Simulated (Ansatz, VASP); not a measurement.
One calculation of PtS2, two programs

File POSCAR:

```
PtS2
1.0
    3.5409178631      0.0000000000      0.0000000000
   -1.7704589316      3.0665248222      0.0000000000
    0.0000000000      0.0000000000      5.1664633855
Pt S
1 2
Direct
    0.0000000000      0.0000000000      0.0000000000
    0.3333333333      0.6666666667      0.2385206058
    0.6666666667      0.3333333333      0.7614793942
```

Contents of INCAR.step1:

```
SYSTEM = PtS2
PREC     = Accurate       ! precision mode
ENCUT    = 400            ! plane-wave cutoff, eV
EDIFF    = 1E-5           ! SCF threshold, eV
ISMEAR   = 0              ! smearing method
SIGMA    = 0.01           ! smearing width, eV
LREAL    = .False.        ! projectors in reciprocal space
LASPH    = .True.         ! aspherical terms in the spheres
NELM     = 120            ! most SCF steps
ALGO     = Normal         ! electronic algorithm
ISIF     = 2              ! what is computed and relaxed
LWAVE    = .True.         ! write WAVECAR
LCHARG   = .False.        ! write CHGCAR
NBANDS   = 18             ! bands
GGA      = PE             ! functional
GGA_COMPAT= .False.
```

Contents of INCAR.step2:

```
SYSTEM = PtS2
PREC     = Accurate       ! precision mode
ENCUT    = 400            ! plane-wave cutoff, eV
EDIFF    = 1E-6           ! SCF threshold, eV
ISMEAR   = 0              ! smearing method
SIGMA    = 0.01           ! smearing width, eV
LREAL    = .False.        ! projectors in reciprocal space
LASPH    = .True.         ! aspherical terms in the spheres
NELM     = 120            ! most SCF steps
ALGO     = Normal         ! electronic algorithm
ISIF     = 2              ! what is computed and relaxed
LWAVE    = .False.        ! write WAVECAR
LCHARG   = .False.        ! write CHGCAR
GGA      = PE             ! functional
LHFCALC  = .True.         ! exact exchange
HFSCREEN = 0.2079         ! screening, 1/A
PRECFOCK = Normal       
NBANDS   = 18             ! bands
ISTART   = 1            
GGA_COMPAT= .False.
```

KPOINTS

```
Automatic mesh
0
Gamma
  6 6 4
  0 0 0
```

Input for Ansatz:

```yaml
crystal:
  lattice:
    - [3.5409178631, 0.0, 0.0]
    - [-1.7704589316, 3.0665248222, 0.0]
    - [0.0, 0.0, 5.1664633855]
  atoms:
    - { symbol: Pt, position: [0.0, 0.0, 0.0] }
    - { symbol: S, position: [0.3333333333, 0.6666666667, 0.2385206058] }
    - { symbol: S, position: [0.6666666667, 0.3333333333, 0.7614793942] }
kpoints:
  mp_grid: { grid: [6, 6, 4] }
  band_path:
    path:
      - [0.0, 0.0, 0.0]
      - [0.5, 0.0, 0.0]
      - [0.3333333333, 0.3333333333, 0.0]
      - [0.0, 0.0, 0.5]
      - [0.5, 0.0, 0.5]
      - [0.3333333333, 0.3333333333, 0.5]
      - [0.0, 0.1666666667, 0.1666666667]
      - [0.0, 0.25, 0.3333333333]
    npoints: 1
hamiltonian:
  xc: hse06
scf:
  occupations: { method: fixed }
  n_extra_bands: 4
output:
  forces: true
  stress: true
  eigenvalues: true
```

Change from the starting cell: epitaxial_xy strain -0.3%.

Alike in both runs: task single point; functional HSE06; k mesh 6 × 6 × 4; no spin polarisation.

```csv
,VASP,Ansatz
version,VASP 6.6.1,Ansatz 0.2.0
potentials or method,"VASP PAW PBE potentials, release 64 (Pt, S)","plane waves, PAW"
plane-wave cutoff (eV),400,420
occupations,"gaussian, width 0.01 eV",fixed
valence electrons in the cell,22,30
```

VASP gave:

- gap on the k mesh at the Fermi level (eV): 1.49
- pressure (GPa): -0.9
- traceless stress, the component that is largest in VASP (GPa): 0.40
- rms of the force components (eV/Å): 0.195

Question: Estimate Ansatz's values.

Answer: gap on the k mesh at the Fermi level (eV): 1.51; pressure (GPa): -0.5; traceless stress, the component that is largest in VASP (GPa): 0.31; rms of the force components (eV/Å): 0.180.

Atom by atom the forces differ by 0.016 eV/Å (rms over components). VASP's potentials hold 22 valence electrons a cell and Ansatz's 30, so a difference there can come from the potentials and not from the codes. Ansatz's warnings: stress exchange threshold loose, stress scf threshold loose.

Spin-orbit coupling is off throughout.
